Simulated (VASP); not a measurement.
# Rh (I4/mmm) in VASP: single point with r2SCAN

Aim: the single point of Rh with r2SCAN.

Program: VASP 6.6.1. These are calculated values, not measurements. Logs are shortened: lines on timing, memory, paths and dates and some standing lists are left out, and cuts for length are marked.

### Step 1. The cell of the first run

The structure is tetragonal, space group I4/mmm (No. 139). The conventional cell has a = 2.837 Å, b = 2.837 Å, c = 3.559 Å, α = 90.00°, β = 90.00°, γ = 90.00°. Within 3.6 Å of Rh (site symmetry 4/mmm) lie 14 Rh at 2.68 to 3.56 Å.

### Step 2. Single point, r2SCAN

The input, POSCAR:

```
Rh
1.0
    4.0127279012      0.0000000000      0.0000000000
    0.0000000000      4.0127279012      0.0000000000
   -2.0063639506      0.0000000000      1.7797214446
Rh
2
Direct
    0.0000000000      0.0000000000      0.0000000000
    0.5000000000      0.5000000000      0.0000000000
```

The input, INCAR.step1:

```
SYSTEM = Rh
ALGO     = Normal         ! electronic algorithm
EDIFF    = 1E-4           ! SCF threshold, eV
ENCUT    = 520            ! plane-wave cutoff, eV
GGA      = PE             ! functional
ISMEAR   = 0              ! smearing method
ISYM     = 0            
LASPH    = .TRUE.         ! aspherical terms in the spheres
LCHARG   = .FALSE.        ! write CHGCAR
LREAL    = .FALSE.        ! projectors in reciprocal space
LWAVE    = .TRUE.         ! write WAVECAR
NBANDS   = 22             ! bands
NELM     = 100            ! most SCF steps
PREC     = Accurate       ! precision mode
SIGMA    = 0.1            ! smearing width, eV
```

The input, INCAR.step2:

```
SYSTEM = Rh
ALGO     = Normal         ! electronic algorithm
EDIFF    = 1E-6           ! SCF threshold, eV
ENCUT    = 520            ! plane-wave cutoff, eV
ISIF     = 2              ! what is computed and relaxed
ISMEAR   = 0              ! smearing method
ISTART   = 1            
ISYM     = 0            
LASPH    = .TRUE.         ! aspherical terms in the spheres
LCHARG   = .FALSE.        ! write CHGCAR
LMIXTAU  = .TRUE.       
LREAL    = .FALSE.        ! projectors in reciprocal space
LWAVE    = .FALSE.        ! write WAVECAR
METAGGA  = R2SCAN         ! meta-GGA
NBANDS   = 22             ! bands
NELM     = 100            ! most SCF steps
PREC     = Accurate       ! precision mode
SIGMA    = 0.1            ! smearing width, eV
```

The input, KPOINTS:

```
k-points
0
G
  9 9 19
  0 0 0
```

Potentials or basis: VASP PAW PBE potentials, release 64 (Rh_pv).

The run is started by

```
cat potpaw_PBE.64/Rh_pv/POTCAR > POTCAR
cp INCAR.step1 INCAR
mpirun -np 1 vasp_std > vasp.out
cp INCAR.step2 INCAR
mpirun -np 1 vasp_std > vasp.out
```

OUTCAR:

```text
SYSTEM = Rh
   EDIFF = 1E-6
   ENCUT = 520
   ISIF = 2
   ISMEAR = 0
   ISTART = 1
   ISYM = 0
   LASPH = .TRUE.
   LREAL = .FALSE.
   METAGGA = R2SCAN
   NELM = 100
   PREC = Accurate

 ion  position               nearest neighbor table
   1  0.000  0.000  0.000-   2 2.68   2 2.68   2 2.68   2 2.68   2 2.84   2 2.84   2 2.84   2 2.84

   2  0.500  0.500  0.000-   1 2.68   1 2.68   1 2.68   1 2.68   1 2.84   1 2.84   1 2.84   1 2.84

IMPORTANT INFORMATION: All symmetrisations will be switched off!
NOSYMM: (Re-)initialisation of all symmetry stuff for point group C_1.

----------------------------------------------------------------------------------------

                                     Primitive cell

  volume of cell :      28.6570

  direct lattice vectors                    reciprocal lattice vectors
     4.012727901  0.000000000  0.000000000     0.249207029  0.000000000  0.280942842
     0.000000000  4.012727901  0.000000000     0.000000000  0.249207029  0.000000000
    -2.006363951  0.000000000  1.779721445     0.000000000  0.000000000  0.561885683

  length of vectors
     4.012727901  4.012727901  2.681959120     0.375543638  0.249207029  0.561885683

  position of ions in fractional coordinates (direct lattice)
     0.000000000  0.000000000  0.000000000
     0.500000000  0.500000000  0.000000000

  ion indices of the primitive-cell ions
   primitive index   ion index
                 1           1
                 2           2

----------------------------------------------------------------------------------------

 KPOINTS: k-points

Automatic generation of k-mesh.
 Grid dimensions read from file:
 generate k-points for:    9    9   19

 Generating k-lattice:

  Cartesian coordinates                     Fractional coordinates (reciprocal lattice)
     0.027689670  0.000000000  0.031215871     0.111111111  0.000000000  0.000000000
     0.000000000  0.027689670  0.000000000     0.000000000  0.111111111  0.000000000
     0.000000000  0.000000000  0.029572931     0.000000000  0.000000000  0.052631579

  Length of vectors
     0.041727071  0.027689670  0.029572931

  Shift w.r.t. Gamma in fractional coordinates (k-lattice)
     0.000000000  0.000000000  0.000000000

 -----------------------------------------------------------------------------
|                                                                             |
|           W    W    AA    RRRRR   N    N  II  N    N   GGGG   !!!           |
|           W    W   A  A   R    R  NN   N  II  NN   N  G    G  !!!           |
|           W    W  A    A  R    R  N N  N  II  N N  N  G       !!!           |
|           W WW W  AAAAAA  RRRRR   N  N N  II  N  N N  G  GGG   !            |
|           WW  WW  A    A  R   R   N   NN  II  N   NN  G    G                |
|           W    W  A    A  R    R  N    N  II  N    N   GGGG   !!!           |
|                                                                             |
|     Your reciprocal lattice and k-lattice belong to different lattice       |
|     classes:                                                                |
|                                                                             |
|        The reciprocal lattice is base centered orthorhombic,                |
|        whereas your k-lattice is simple monoclinic.                         |
|                                                                             |
|     Results are often still useful ...                                      |
|                                                                             |
 -----------------------------------------------------------------------------

 WARNING: IBZKPT: internal override: KBLOWUP is changed to .FALSE.
      ... skipping the blow-up phase ...

 Subroutine IBZKPT returns following result:
 ===========================================

 Found    770 irreducible k-points:

 Following reciprocal coordinates:
            Coordinates               Weight
  0.000000  0.000000  0.000000      1.000000
  0.111111  0.000000 -0.000000      2.000000
  0.222222  0.000000 -0.000000      2.000000
  0.333333  0.000000 -0.000000      2.000000
  0.444444  0.000000 -0.000000      2.000000
  0.000000  0.111111  0.000000      2.000000
[... 16 lines left out ...]
 -0.111111  0.222222  0.000000      2.000000
  0.000000  0.333333  0.000000      2.000000
 [... further k-points ...]
   k-points           NKPTS =    770   k-points in BZ     NKDIM =    770   number of bands    NBANDS=     22
   number of dos      NEDOS =    301   number of ions     NIONS =      2
   total plane-waves  NPLWV =  18000
   dimension x,y,z NGX =    30 NGY =   30 NGZ =   20
   dimension x,y,z NGXF=    60 NGYF=   60 NGZF=   40
   ions per type =               2
   NGX,Y,Z   is equivalent  to a cutoff of  12.43, 12.43, 12.40 a.u.
   NGXF,Y,Z  is equivalent  to a cutoff of  24.86, 24.86, 24.79 a.u.
 SYSTEM =  Rh
   PREC   = accura    normal or accurate (medium, high low for compatibility)
   ISTART =      1    job   : 0-new  1-cont  2-samecut
   ICHARG =      0    charge: 1-file 2-atom 10-const
   ISPIN  =      1    spin polarized calculation?
   LNONCOLLINEAR =      F non collinear calculations
   LSORBIT =      F    spin-orbit coupling
   LASPH  =      T    aspherical Exc in radial PAW
   ENCUT  =  520.0 eV  38.22 Ry    6.18 a.u.   7.46  7.46  4.99*2*pi/ulx,y,z
   NELM   =    100;   NELMIN=  2; NELMDL=  0     # of ELM steps
   EDIFF  = 0.1E-05   stopping-criterion for ELM
   LREAL  =      F    real-space projection
   EDIFFG = 0.1E-04   stopping-criterion for IOM
   NSW    =      0    number of steps for IOM
   IBRION =     -1    ionic relax: 0-MD 1-quasi-New 2-CG
   NFREE  =      0    steps in history (QN), initial steepest desc. (CG)
   ISIF   =      2    stress and relaxation
   ISYM   =      0    0-nonsym 1-usesym 2-fastsym
   POTIM  = 0.5000    time-step for ionic-motion
   TEBEG  =    0.0;   TEEND  =   0.0 temperature during run
   PSTRESS=    0.0 pullay stress
   NELECT =      30.0000    total number of electrons
   NUPDOWN=      -1.0000    fix difference up-down
   EMIN   =  10.00;   EMAX   =-10.00  energy-range for DOS
   EFERMI =   0.00;   METHOD = LEGACY
   ISMEAR =     0;   SIGMA  =   0.10  broadening in eV -4-tet -1-fermi 0-gaus
   EFERMI_NEDOS =   21; number of points for ismear=-14 and -15
   IALGO  =     38    algorithm
   IMIX   =      4    mixing-type and parameters
     AMIX     =   0.40;   BMIX     =  1.00
     AMIX_MAG =   1.60;   BMIX_MAG =  1.00
  volume/ion in A,a.u.               =      14.33        96.69
  Fermi-wavevector in a.u.,A,eV,Ry     =   1.662282  3.141258 37.595377  2.763182
  Thomas-Fermi vector in A             =   2.749200
   LORBIT       =      0    0 simple, 1 ext, 2 COOP (PROOUT), +10 PAW based schemes
   METAGGA = R2SCAN    functional components
   LHFCALC =     F    Hartree Fock is set to
   AEXX    =    0.0000 exact exchange contribution
   IVDW    =     0    specifies the selected vdW correction
   LEPSILON=     F    determine dielectric tensor
   LRPA    =     F    only Hartree local field effects (RPA)
 non-spin polarized calculation
 Gauss-broadening in eV      SIGMA  =   0.10
  energy-cutoff  :      520.00
  volume of cell :       28.66
 maximum number of plane-waves:       798
 NGX is ok and might be reduce to    30
   NGX = 15   NGY = 15   NGZ =  9

 number of electron      29.9999993 magnetization

 Free energy of the ion-electron system (eV)
  ---------------------------------------------------
  ext. energy  EPLUGINS =         0.00000000
  ---------------------------------------------------
  free energy    TOTEN  =       -48.07648190 eV

  energy without entropy =      -48.06170247  energy(sigma->0) =      -48.06909218

 E-fermi :  10.9645     XC(G=0): -14.8887

 val. band max:       10.9639038702   @ k =  -0.4444  -0.2222   0.3158
 cond. band min:      10.9663951019   @ k =   0.2222   0.0000   0.4737
 fundamental gap:      0.0024912317
 Fermi energy:        10.9645102623

 k-point     1 :       0.0000    0.0000    0.0000
  band No.  band energies     occupation
      1     -37.3605      2.00000
      2     -36.9206      2.00000
      3     -36.8458      2.00000
      4     -36.7151      2.00000
      5     -36.7128      2.00000
      6     -36.6418      2.00000
[... 14 lines left out ...]
     21      26.2939      0.00000
     22      28.0010      0.00000

 k-point     2 :       0.1111    0.0000   -0.0000
  band No.  band energies     occupation
      1     -37.3364      2.00000
      2     -36.9441      2.00000
      3     -36.8572      2.00000
      4     -36.7553      2.00000
      5     -36.7275      2.00000
      6     -36.6618      2.00000
[... 14 lines left out ...]
     21      26.3251      0.00000
     22      28.4069      0.00000

 k-point     3 :       0.2222    0.0000   -0.0000
  band No.  band energies     occupation
      1     -37.2686      2.00000
      2     -37.0414      2.00000
      3     -36.8910      2.00000
      4     -36.8430      2.00000
      5     -36.7715      2.00000
      6     -36.6816      2.00000
[... 14 lines left out ...]
     21      27.9660      0.00000
     22      28.5034      0.00000

 k-point     4 :       0.3333    0.0000   -0.0000
  band No.  band energies     occupation
      1     -37.1690      2.00000
      2     -37.1560      2.00000
      3     -37.0591      2.00000
      4     -36.8441      2.00000
      5     -36.8073      2.00000
      6     -36.7016      2.00000
[... 14 lines left out ...]
     21      27.2413      0.00000
     22      28.3484      0.00000

 k-point     5 :       0.4444    0.0000   -0.0000
  band No.  band energies     occupation
      1     -37.2164      2.00000
      2     -37.1830      2.00000
      3     -37.0542      2.00000
      4     -36.9412      2.00000
      5     -36.7666      2.00000
      6     -36.7298      2.00000
[... 417 lines left out ...]
 k-point    22 :      -0.2222    0.2222    0.0000
  band No.  band energies     occupation
      1     -37.2606      2.00000
      2     -36.9800      2.00000
      3     -36.9748      2.00000
      4     -36.8245      2.00000
      5     -36.7776      2.00000
      6     -36.6827      2.00000
[... 14 lines left out ...]
     21      27.5647      0.00000
     22      28.5017      0.00000

 k-point    23 :      -0.1111    0.2222    0.0000
  band No.  band energies     occupation
      1     -37.2773      2.00000
      2     -36.9070      2.00000
      3     -36.8422      2.00000
      4     -36.8405      2.00000
      5     -36.7444      2.00000
      6     -36.6776      2.00000
[... 14 lines left out ...]
     21      27.4707      0.00000
     22      28.5031      0.00000

 k-point    24 :       0.0000    0.3333    0.0000
  band No.  band energies     occupation
      1     -37.2046      2.00000
      2     -36.8810      2.00000
      3     -36.8518      2.00000
      4     -36.8132      2.00000
      5     -36.7479      2.00000
      6     -36.7123      2.00000
[... 14 lines left out ...]
     21      28.5032      0.00000
     22      29.1819      0.00000

 [... further k-points ...]
[... 5 lines left out ...]
  --------------------------------------------------------------------------------------
  -------------------------------------------------------------------------------------
  Total       -2.7725646     -2.7675454      1.1140096      0.0000002      0.0000001      0.0089092
  in kB     -155.0103844   -154.7297676     62.2827880      0.0000125      0.0000050      0.4981022
  external PRESSURE =     -82.4857880 kB  Pullay stress =       0.0000000 kB

 VOLUME and BASIS-vectors are now :
 -----------------------------------------------------------------------------
  energy-cutoff  :      520.00
  volume of cell :       28.66
      direct lattice vectors                 reciprocal lattice vectors
     4.012727901  0.000000000  0.000000000     0.249207029  0.000000000  0.280942842
     0.000000000  4.012727901  0.000000000     0.000000000  0.249207029  0.000000000
    -2.006363951  0.000000000  1.779721445     0.000000000  0.000000000  0.561885683

 POSITION                                       TOTAL-FORCE (eV/Angst)
 -----------------------------------------------------------------------------------
      0.00000      0.00000      0.00000         0.000000      0.000000      0.000000
      2.00636      2.00636      0.00000        -0.000000     -0.000000     -0.000000
 -----------------------------------------------------------------------------------
    total drift:                                0.000000      0.000000     -0.000000

  FREE ENERGIE OF THE ION-ELECTRON SYSTEM (eV)
  ---------------------------------------------------
  free  energy   TOTEN  =       -48.0764818953 eV

  energy  without entropy=      -48.0617024692  energy(sigma->0) =      -48.06909218
```

Run time: 12 min. Hardware: 1 thread of Intel Xeon 6975P-C (Granite Rapids), shared host; peak memory 0.46 GiB.

Results:

- Free energy: -48.0765 eV
- Pressure: -8.2 GPa
- Band gap on the k mesh: zero (bands 15 and 16 overlap by 2.19 eV)

Levels at points of the mesh, in eV from the Fermi level:
```csv
k point,band 12,band 13,band 14,band 15,band 16,band 17,band 18,band 19
"(0.00, 0.00, 0.00)",-2.11,-1.74,-0.40,0.39,0.47,1.39,2.64,11.28
```

Caveat: the cell stands under tension; the PAW data sets were made with another functional, which shifts forces and pressure a little.
